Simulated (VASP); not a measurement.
Wanted: the native input for a VASP 6.6.1 run.

* Task: single point
* Functional: PBE
* Dispersion: D3(BJ)
* Potentials or basis: VASP PAW PBE potentials, release 64 (Si, Cl)
* Cutoff: 520 eV
* k mesh: 2 × 2 × 1
* Occupations: gaussian, width 0.05 eV
* Spin: no spin polarisation
* Dipole correction: yes
* Further INCAR settings: LREAL = Auto; ALGO = Normal; EDIFF = 1e-06; NBANDS = 82

The structure of Si6Cl lies in POSCAR:

```
Si6Cl
1.0
    7.6671877233      0.0000000000      0.0000000000
    0.0000000000      7.6671877233      0.0000000000
    0.0000000000      0.0000000000     27.7482963703
Si Cl
24 4
Direct
    0.4065111020      0.2500000000      0.3577516928
    0.4065111020      0.7500000000      0.3577516928
    0.0934888980      0.2500000000      0.3577516928
    0.0934888980      0.7500000000      0.3577516928
    0.5000000000      0.5000000000      0.4065972180
    0.5000000000      0.0000000000      0.4065972180
    0.0000000000      0.5000000000      0.4065972180
    0.0000000000      0.0000000000      0.4065972180
    0.7502155182      0.4998214363      0.4511786385
    0.7495788089     -0.0002145730      0.4517731321
    0.2507710800      0.4998988936      0.4581675354
    0.2496933137     -0.0000990935      0.4595828911
    0.7546955302      0.7484139020      0.4990746094
    0.7545844032      0.2511783073      0.4990493352
    0.2473772808      0.7466860788      0.5088357834
    0.2473681162      0.2530792784      0.5088366710
   -0.0131443368      0.7339203485      0.5539882419
   -0.0132474328      0.2658841433      0.5539394355
    0.5116287561      0.7467096804      0.5525721610
    0.5116408494      0.2530539064      0.5525886761
    0.9169640370     -0.0000437134      0.5896622384
    0.9348031268      0.4998378944      0.6077613140
    0.6073837432     -0.0001393791      0.5892769819
    0.6448330510      0.4999000647      0.5837789099
    0.5027235466      0.2485810924      0.2883090012
    0.5027099325      0.7511536384      0.2883059878
   -0.0029400996      0.2491237214      0.2883243089
   -0.0029603620      0.7506927236      0.2883260462
```

One way to write it, as run:

INCAR

```
SYSTEM = Si6Cl
PREC = Accurate ; ENCUT = 520
EDIFF = 1E-6 ; ISMEAR = 0
SIGMA = 0.05 ; LREAL = Auto
LASPH = .TRUE. ; NELM = 80
ALGO = Normal ; ISIF = 2
LWAVE = .FALSE. ; LCHARG = .FALSE.
LDIPOL = .TRUE. ; IDIPOL = 3
DIPOL = 0.5 0.5 0.451 ; GGA = PE
IVDW = 12 ; NBANDS = 82
```

KPOINTS

```
regular mesh
0
G
  2 2 1
  0 0 0
```

Potentials or basis: VASP PAW PBE potentials, release 64 (Si, Cl).

Command:

```bash
$ cat potpaw_PBE.64/Si/POTCAR potpaw_PBE.64/Cl/POTCAR > POTCAR
$ mpirun -np 1 vasp_std > vasp.out
```

Results of the run:

```
Largest force              : 1.928 eV/Å
Band gap on the k mesh     : zero (filled and empty bands overlap)
Dispersion energy per atom : -0.238 eV
```

Caveat: the k points lie up to 0.41 Å⁻¹ apart.

Wall time 24 min on 1 thread of Intel(R) Xeon(R) Platinum 8259CL CPU @ 2.50GHz (Skylake/Cascade Lake) (shared host), peak memory 1.5 GiB.
